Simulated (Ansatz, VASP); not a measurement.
**BeS: VASP beside Ansatz**

Contents of INCAR:

```
SYSTEM = BeS
ALGO = Normal
EDIFF = 1E-6
ENCUT = 600
GGA = PE
GGA_COMPAT = .FALSE.
ISIF = 2
ISMEAR = 0
LASPH = .TRUE.
LCHARG = .FALSE.
LREAL = .FALSE.
LWAVE = .FALSE.
NBANDS = 11
NELM = 120
PREC = Accurate
SIGMA = 0.015
```

Contents of KPOINTS:

```
k-points
0
G
  9 9 9
  0 0 0
```

File POSCAR:

```
BeS
1.0
    0.0000000000      2.4250000000      2.4250000000
    2.4250000000      0.0000000000      2.4250000000
    2.4250000000      2.4250000000      0.0000000000
S Be
1 1
Direct
    0.7500000000      0.7500000000      0.7500000000
    0.0000000000      0.0000000000      0.0000000000
```

File input.yaml:

```yaml
crystal:
  lattice:
    - [0.0, 2.425, 2.425]
    - [2.425, 0.0, 2.425]
    - [2.425, 2.425, 0.0]
  atoms:
    - { symbol: S, position: [0.75, 0.75, 0.75] }
    - { symbol: Be, position: [0.0, 0.0, 0.0] }
hamiltonian:
  xc: pbe
  pseudopotentials: { kind: paw }
kpoints:
  mp_grid: { grid: [9, 9, 9] }
scf:
  occupations: { method: gaussian, width: 0.015 }
output:
  forces: true
  stress: true
  eigenvalues: true
  write_density: true
  write_potential: true
  elf: true
  volumetric_format: npy
```

Alike in both runs: task single point; functional PBE; k mesh 9 × 9 × 9; occupations gaussian, width 0.015 eV; no spin polarisation.

|  | VASP | Ansatz |
| --- | --- | --- |
| version | VASP 6.6.1 | Ansatz 0.2.0 |
| potentials or method | VASP PAW PBE potentials, release 64 (S, Be) | Ansatz PAW |
| plane-wave cutoff (eV) | 600 | 420 |
| valence electrons in the cell | 8 | 8 |

```tsv
	VASP	Ansatz	Ansatz less VASP
gap on the k mesh at the Fermi level (eV)	3.21	3.20	-0.002
least direct gap on the mesh (eV)	5.67	5.65	-0.018
pressure (GPa)	1.6	1.5	-0.04
```

Noted on Ansatz's run: odd divisions of the mesh miss points on the zone boundary, where band edges often lie, so the gap on the mesh can be too wide.
